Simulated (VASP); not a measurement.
Write the native input for VASP 6.6.1 that does the following.

```
Task                   : single point
Functional             : r2SCAN
Potentials or basis    : VASP PAW PBE potentials, release 64 (Ta_sv_GW)
Cutoff                 : 550 eV
k mesh                 : 11 × 11 × 11
Occupations            : fermi-dirac, width 0.05 eV
Spin                   : no spin polarisation
Dipole correction      : no
Further INCAR settings : ALGO = Normal; EDIFF = 1e-06; NBANDS = 12
```

Crystal: Ta.

```
Ta
1.0
    -1.65128    1.65128    1.65128
     1.65128   -1.65128    1.65128
     1.65128    1.65128   -1.65128
Ta
1
Direct
  0.00000 0.00000 0.00000
```

The input as run:

POSCAR

```
Ta
1.0
   -1.6512800000      1.6512800000      1.6512800000
    1.6512800000     -1.6512800000      1.6512800000
    1.6512800000      1.6512800000     -1.6512800000
Ta
1
Direct
    0.0000000000      0.0000000000      0.0000000000
```

INCAR.step1

```
  PREC = Accurate
  ENCUT = 550
  ISMEAR = -1
  SIGMA = 0.05
  LREAL = F
  LASPH = T
  NELM = 120
  NBANDS = 12
  GGA = PE
  ALGO = Normal
  EDIFF = 1E-5
  LWAVE = T
  LCHARG = F
  GGA_COMPAT = F
```

INCAR.step2

```
  PREC = Accurate
  ENCUT = 550
  EDIFF = 1E-6
  ISMEAR = -1
  SIGMA = 0.05
  LREAL = F
  LASPH = T
  NELM = 120
  ALGO = Normal
  ISIF = 2
  LWAVE = F
  LCHARG = F
  METAGGA = R2SCAN
  LMIXTAU = T
  NBANDS = 12
  ISTART = 1
  GGA_COMPAT = F
```

KPOINTS

```
Automatic mesh
0
Gamma
  11 11 11
```

Potentials or basis: VASP PAW PBE potentials, release 64 (Ta_sv_GW).

Run with:

```console
$ cat potpaw_PBE.64/Ta_sv_GW/POTCAR > POTCAR
$ cp INCAR.step1 INCAR
$ mpirun -np 1 vasp_std > vasp.out
$ cp INCAR.step2 INCAR
$ mpirun -np 1 vasp_std > vasp.out
```

It gave:

| Item | Value |
| --- | --- |
| Pressure | -0.9 GPa |
| Band gap on the k mesh | zero (an odd number of electrons rules out a gap without spin polarisation) |

Caveat: the PAW data sets were made with another functional, which shifts forces and pressure a little; spin-orbit coupling is left out, which moves the levels of the heavy elements.

Run time: 59 s on 1 thread of AMD EPYC 7R13 Processor (Zen 3), on a shared host, peak memory 0.13 GiB.
